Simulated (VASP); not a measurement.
# CaO (Fm-3m) in VASP: single point with r2SCAN+rVV10

Aim: the single point of CaO with r2SCAN+rVV10.

All numbers are computed with VASP 6.6.1; they aren't measurements. Logs are shortened: lines on timing, memory, paths and dates and some standing lists are left out, and cuts for length are marked.

### Step 1. The cell of the first run

It takes space group Fm-3m (No. 225, cubic). The conventional cell has a = 4.780 Å, b = 4.780 Å, c = 4.780 Å, α = 90.00°, β = 90.00°, γ = 90.00°. Ca (site symmetry m-3m) has 6 O at 2.39 Å within 3.2 Å. Within 3.2 Å of O (site symmetry m-3m) lie 6 Ca at 2.39 Å.

### Step 2. Single point, r2SCAN+rVV10

The input, POSCAR:

```
CaO
1.0
    0.0000000000      2.3900334711      2.3900334711
    2.3900334711      0.0000000000      2.3900334711
    2.3900334711      2.3900334711      0.0000000000
Ca O
1 1
Direct
    0.0000000000      0.0000000000      0.0000000000
    0.5000000000      0.5000000000      0.5000000000
```

The input, INCAR.step1:

```
SYSTEM = CaO
ALGO = Normal
EDIFF = 1E-5
ENCUT = 1480
GGA = PE
GGA_COMPAT = .False.
ISMEAR = -1
LASPH = .True.
LCHARG = .False.
LREAL = .False.
LWAVE = .True.
NBANDS = 15
NELM = 120
PREC = Accurate
SIGMA = 0.03
```

The input, INCAR.step2:

```
SYSTEM = CaO
ALGO = Normal
BPARAM = 11.95
CPARAM = 0.0093
EDIFF = 1E-6
ENCUT = 1480
GGA_COMPAT = .False.
ISIF = 2
ISMEAR = -1
ISTART = 1
IVDW_NL = 2
LASPH = .True.
LCHARG = .False.
LMIXTAU = .True.
LREAL = .False.
LUSE_VDW = .True.
LWAVE = .False.
METAGGA = R2SCAN
NBANDS = 15
NELM = 120
PREC = Accurate
SIGMA = 0.03
```

The input, KPOINTS:

```
k-points
0
Gamma
  10 10 10
  0 0 0
```

Potentials or basis: VASP PAW PBE potentials, release 64 (Ca_sv, O_h).

Command:

```bash
$ cat potpaw_PBE.64/Ca_sv/POTCAR potpaw_PBE.64/O_h/POTCAR > POTCAR
$ cp INCAR.step1 INCAR
$ mpirun -np 1 vasp_std > vasp.out
$ cp INCAR.step2 INCAR
$ mpirun -np 1 vasp_std > vasp.out
```

OUTCAR:

```text
SYSTEM = CaO
   BPARAM = 11.95
   EDIFF = 1E-6
   ENCUT = 1480
   ISIF = 2
   ISMEAR = -1
   ISTART = 1
   IVDW_NL = 2
   LASPH = .True.
   LREAL = .False.
   METAGGA = R2SCAN
   NELM = 120
   PREC = Accurate

 ion  position               nearest neighbor table
   1  0.000  0.000  0.000-
   2  0.500  0.500  0.500-

  LATTYP: Found a face centered cubic cell.
 ALAT       =     4.7800669422

  Lattice vectors:

 A1 = (   0.0000000000,   2.3900334711,   2.3900334711)
 A2 = (   2.3900334711,   0.0000000000,   2.3900334711)
 A3 = (   2.3900334711,   2.3900334711,   0.0000000000)

Analysis of symmetry for initial positions (statically):
=====================================================================
 Subroutine PRICEL returns:
 Original cell was already a primitive cell.

 Routine SETGRP: Setting up the symmetry group for a
 face centered cubic supercell.

 Subroutine GETGRP returns: Found 48 space group operations
 (whereof 48 operations were pure point group operations)
 out of a pool of 48 trial point group operations.

The static configuration has the point symmetry O_h .

Analysis of symmetry for dynamics (positions and initial velocities):
=====================================================================
 Subroutine PRICEL returns:
 Original cell was already a primitive cell.

 Routine SETGRP: Setting up the symmetry group for a
 face centered cubic supercell.

 Subroutine GETGRP returns: Found 48 space group operations
 (whereof 48 operations were pure point group operations)
 out of a pool of 48 trial point group operations.

The dynamic configuration has the point symmetry O_h .

 Subroutine INISYM returns: Found 48 space group operations
 (whereof 48 operations are pure point group operations),
 and found     1 'primitive' translations

----------------------------------------------------------------------------------------

                                     Primitive cell

  volume of cell :      27.3050

  direct lattice vectors                    reciprocal lattice vectors
     0.000000000  2.390033471  2.390033471    -0.209202091  0.209202091  0.209202091
     2.390033471  0.000000000  2.390033471     0.209202091 -0.209202091  0.209202091
     2.390033471  2.390033471  0.000000000     0.209202091  0.209202091 -0.209202091

  length of vectors
     3.380017749  3.380017749  3.380017749     0.362348651  0.362348651  0.362348651

  position of ions in fractional coordinates (direct lattice)
     0.000000000  0.000000000  0.000000000
     0.500000000  0.500000000  0.500000000

  ion indices of the primitive-cell ions
   primitive index   ion index
[... 87 lines left out ...]
   EMIN   =  10.00;   EMAX   =-10.00  energy-range for DOS
   EFERMI =   0.00;   METHOD = LEGACY
   ISMEAR =    -1;   SIGMA  =   0.03  broadening in eV -4-tet -1-fermi 0-gaus
   EFERMI_NEDOS =   21; number of points for ismear=-14 and -15
   IALGO  =     38    algorithm
   IMIX   =      4    mixing-type and parameters
     AMIX     =   0.40;   BMIX     =  1.00
     AMIX_MAG =   1.60;   BMIX_MAG =  1.00
  volume/ion in A,a.u.               =      13.65        92.13
  Fermi-wavevector in a.u.,A,eV,Ry     =   1.369938  2.588807 25.534455  1.876730
  Thomas-Fermi vector in A             =   2.495769
   LORBIT       =      0    0 simple, 1 ext, 2 COOP (PROOUT), +10 PAW based schemes
   METAGGA = R2SCAN    functional components
   LHFCALC =     F    Hartree Fock is set to
   AEXX    =    0.0000 exact exchange contribution
   IVDW_NL    =     2    kernel type
   BPARAM     =11.9500
   IVDW    =     0    specifies the selected vdW correction
   LEPSILON=     F    determine dielectric tensor
   LRPA    =     F    only Hartree local field effects (RPA)
 non-spin polarized calculation
  energy-cutoff  :     1480.00
  volume of cell :       27.30
 maximum number of plane-waves:      3582
   NGX = 21   NGY = 21   NGZ = 21

 number of electron      16.0000000 magnetization

 Free energy of the ion-electron system (eV)
  ---------------------------------------------------
  ext. energy  EPLUGINS =         0.00000000
  ---------------------------------------------------
  free energy    TOTEN  =       -19.04448594 eV

  energy without entropy =      -19.04448594  energy(sigma->0) =      -19.04448594

 E-fermi :   2.9666     XC(G=0): -11.2193

 val. band max:        2.3669650451   @ k =   0.0000   0.0000   0.0000
 cond. band min:       6.5218516717   @ k =   0.5000   0.5000   0.0000
 fundamental gap:      4.1548866266
 Fermi energy:         2.9666043813

 k-point     1 :       0.0000    0.0000    0.0000
  band No.  band energies     occupation
      1     -36.5772      2.00000
      2     -16.4595      2.00000
      3     -16.4595      2.00000
      4     -16.4595      2.00000
      5     -14.1380      2.00000
      6       2.3670      2.00000
      7       2.3670      2.00000
      8       2.3670      2.00000
      9       7.8707      0.00000
     10       9.2598      0.00000
     11       9.2598      0.00000
     12       9.2598      0.00000
     13      10.9054      0.00000
     14      10.9054      0.00000
[... 401 lines left out ...]
      2     -17.1933      2.00000
      3     -16.6710      2.00000
      4     -16.6412      2.00000
      5     -13.5586      2.00000
      6       0.6812      2.00000
      7       1.8149      2.00000
      8       1.9125      2.00000
      9       7.2204      0.00000
     10      10.8566      0.00000
     11      11.9939      0.00000
     12      12.0498      0.00000
     13      12.1943      0.00000
     14      14.1491      0.00000
     15      19.2402      0.00000

 [... further k-points ...]

------------------------ aborting loop because EDIFF is reached ----------------------------------------

  FORCE on cell =-STRESS in cart. coord.  units (eV):
  Direction    XX          YY          ZZ          XY          YZ          ZX
  --------------------------------------------------------------------------------------
  -------------------------------------------------------------------------------------
  Total        0.1779903      0.1779903      0.1779903      0.0000000      0.0000000     -0.0000000
  in kB       10.4439526     10.4439526     10.4439526      0.0000000      0.0000000     -0.0000000
  external PRESSURE =      10.4439526 kB  Pullay stress =       0.0000000 kB

 VOLUME and BASIS-vectors are now :
 -----------------------------------------------------------------------------
  energy-cutoff  :     1480.00
  volume of cell :       27.30
      direct lattice vectors                 reciprocal lattice vectors
     0.000000000  2.390033471  2.390033471    -0.209202091  0.209202091  0.209202091
     2.390033471  0.000000000  2.390033471     0.209202091 -0.209202091  0.209202091
     2.390033471  2.390033471  0.000000000     0.209202091  0.209202091 -0.209202091

 POSITION                                       TOTAL-FORCE (eV/Angst)
 -----------------------------------------------------------------------------------
      0.00000      0.00000      0.00000         0.000000      0.000000     -0.000000
      2.39003      2.39003      2.39003        -0.000000     -0.000000      0.000000
 -----------------------------------------------------------------------------------
    total drift:                               -0.000000     -0.000000     -0.000000

  FREE ENERGIE OF THE ION-ELECTRON SYSTEM (eV)
  ---------------------------------------------------
  free  energy   TOTEN  =       -19.0444859420 eV

  energy  without entropy=      -19.0444859420  energy(sigma->0) =      -19.04448594
```

OSZICAR.step1:

```text
N       E                     dE             d eps       ncg     rms          rms(c)
DAV:   1     0.203802507995E+03    0.20380E+03   -0.15481E+04  1410   0.244E+03
DAV:   2     0.276670297135E+01   -0.20104E+03   -0.18540E+03  1690   0.441E+02
DAV:   3    -0.139046375675E+02   -0.16671E+02   -0.16229E+02  1708   0.108E+02
DAV:   4    -0.144936838369E+02   -0.58905E+00   -0.58816E+00  2031   0.185E+01
DAV:   5    -0.145000561666E+02   -0.63723E-02   -0.63710E-02  1694   0.203E+00    0.873E+00
DAV:   6    -0.128667273188E+02    0.16333E+01   -0.48913E+00  1911   0.220E+01    0.366E+00
DAV:   7    -0.128024922046E+02    0.64235E-01   -0.43171E-01  1565   0.732E+00    0.182E+00
DAV:   8    -0.128006828252E+02    0.18094E-02   -0.97002E-02  1880   0.355E+00    0.522E-01
DAV:   9    -0.127983498474E+02    0.23330E-02   -0.63419E-03  1508   0.714E-01    0.131E-01
DAV:  10    -0.127990422826E+02   -0.69244E-03   -0.90187E-04  1746   0.305E-01    0.455E-02
DAV:  11    -0.127990191755E+02    0.23107E-04   -0.59527E-05  2022   0.949E-02    0.861E-03
DAV:  12    -0.127990197504E+02   -0.57489E-06   -0.84890E-06  1331   0.339E-02
   1 F= -.12799020E+02 E0= -.12799020E+02  d E =-.192123E-11
```

Wall time 4.2 min (1 thread of AMD EPYC 9R45 (Zen 5), shared host); peak memory 0.57 GiB.

What came out:

| Quantity | Value |
| --- | --- |
| Free energy | -19.0445 eV |
| Pressure | 1.0 GPa |
| Band gap on the k mesh | 4.15 eV (least direct gap 4.53 eV) |

Levels at points of the mesh, in eV from the valence-band top:
```csv
k point,band 6,band 7,band 8,band 9,band 10,band 11
"(0.00, 0.00, 0.00)",0.00,0.00,0.00,5.50,6.89,6.89
"(0.50, 0.00, 0.00)",-2.66,-1.23,-1.23,7.77,9.15,9.15
"(0.50, 0.50, 0.00)",-1.29,-0.37,-0.37,4.15,8.89,9.76
```

Caveat: the PAW data sets were made with another functional, which shifts forces and pressure a little. A k mesh can miss the band edges.
